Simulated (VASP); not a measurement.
Write the native input for VASP 6.6.1 that does the following.

| Property | Result |
| --- | --- |
| Task | relaxation of cell and atoms |
| Functional | PBEsol |
| Potentials or basis | VASP PAW PBE potentials, release 64 (Mo_sv) |
| Cutoff | 600 eV |
| k mesh | 18 × 18 × 17 |
| Occupations | fermi-dirac, width 0.1 eV |
| Spin | no spin polarisation |
| Dipole correction | no |
| Further INCAR settings | ALGO = Normal; EDIFF = 1e-06; IBRION = 2; EDIFFG = -0.01; NSW = 50; ISIF = 3 |

The structure of Mo lies in POSCAR:

```
Mo
1.0
    2.7355100000      0.0000000000      0.0000000000
   -1.3677600000      2.3690200000      0.0000000000
    0.0000000000      0.0000000000      2.5551800000
Mo
1
Direct
    0.0000000000      0.0000000000      0.5000000000
```

These files were run (other wordings do the same):

INCAR

```
ALGO = Normal
EDIFF = 1E-6
EDIFFG = -0.01
ENCUT = 600
GGA = PS
IBRION = 2
ISIF = 3
ISMEAR = -1
LASPH = T
LCHARG = F
LREAL = F
LWAVE = F
NELM = 100
NSW = 50
PREC = Accurate
SIGMA = 0.1
```

KPOINTS

```
k-points
0
Gamma
  18 18 17
```

Potentials or basis: VASP PAW PBE potentials, release 64 (Mo_sv).

The run is started by

```sh
$ cat potpaw_PBE.64/Mo_sv/POTCAR > POTCAR
$ mpirun -np 1 vasp_std > vasp.out
```

Results of the run:

The relaxed volume is 16.31 Å³/atom, the relaxed cell is a = 2.744 Å, b = 2.744 Å, c = 2.501 Å, α = 90.00°, β = 90.00°, γ = 120.00° and the space group after relaxing (to 0.05 Å) is P6/mmm (No. 191). The energy gained by relaxing is 8.4 meV/atom, the ionic steps are 8 and the pressure after relaxing is 0.0 GPa. The band gap on the k mesh is zero (band 7 reaches 12.61 eV, above the bottom of band 8 at 10.68 eV).

Caveat: the PAW data sets were made with another functional, which shifts forces and pressure a little.

Wall time 2.9 min on 1 thread of AMD EPYC 7R13 Processor (Zen 3), on a shared host, peak memory 0.18 GiB.
